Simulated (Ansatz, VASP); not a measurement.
**K2S in VASP and in Ansatz**

Contents of INCAR:

```
ALGO     = Normal         # electronic algorithm
EDIFF    = 1E-6           # SCF threshold, eV
ENCUT    = 500            # plane-wave cutoff, eV
GGA      = PS             # functional
GGA_COMPAT= F            
ISIF     = 2              # what is computed and relaxed
ISMEAR   = 0              # smearing method
LASPH    = T              # aspherical terms in the spheres
LCHARG   = F              # write CHGCAR
LREAL    = F              # projectors in reciprocal space
LWAVE    = F              # write WAVECAR
NBANDS   = 19             # bands
NELM     = 120            # most SCF steps
PREC     = Accurate       # precision mode
SIGMA    = 0.01           # smearing width, eV
```

File KPOINTS:

```
k-points
0
Gamma
  6 6 6
```

POSCAR

```
K2S
1.0
    3.6679106412      3.6679106412      0.0000000000
   -3.6679106412      3.6679106412      0.0000000000
    0.0000000000      3.6679106412      3.6679106412
K S
2 1
Direct
    0.2500000000      0.7500000000      0.5000000000
    0.7500000000      0.2500000000      0.5000000000
    0.0000000000      0.0000000000      0.0000000000
```

Input for Ansatz:

```yaml
crystal:
  lattice:
    - [3.66791064118, 3.66791064118, 0.0]
    - [-3.66791064118, 3.66791064118, 0.0]
    - [0.0, 3.66791064118, 3.66791064118]
  atoms:
    - { symbol: K, position: [0.25, 0.75, 0.5] }
    - { symbol: K, position: [0.75, 0.25, 0.5] }
    - { symbol: S, position: [0.0, 0.0, 0.0] }
kpoints:
  mp_grid: { grid: [6, 6, 6] }
scf:
  occupations: { method: fixed }
hamiltonian:
  xc: pbesol
  pseudopotentials: { kind: all_electron, lapw: { basis_error: 0.001 } }
output:
  forces: true
  stress: true
  eigenvalues: true
  eigenstates:
    nscf_kmesh: { grid: [10, 10, 10] }
    de_dk: true
    e_range: [-9, 12.34746424647]
checkpoint:
  write: ck
  write_wavefunctions: false
```

Alike in both runs: task single point; functional PBEsol; k mesh 6 × 6 × 6; no spin polarisation.

```csv
,VASP,Ansatz
version,VASP 6.6.1,Ansatz 0.2.0
potentials or method,"VASP PAW PBE potentials, release 64 (K_sv, S), cutoff 500 eV","all-electron LAPW, scalar-relativistic"
occupations,"gaussian, width 0.01 eV",fixed
```

VASP gave:

* gap on the k mesh at the Fermi level (eV): 2.35
* pressure (GPa): 0.1

Task: What did Ansatz give for the same quantities?

Result: gap on the k mesh at the Fermi level (eV): 2.35; pressure (GPa): 0.0.

VASP's potentials were made for PBE, not for PBEsol. Ansatz ran all-electron here, and VASP with PAW potentials.
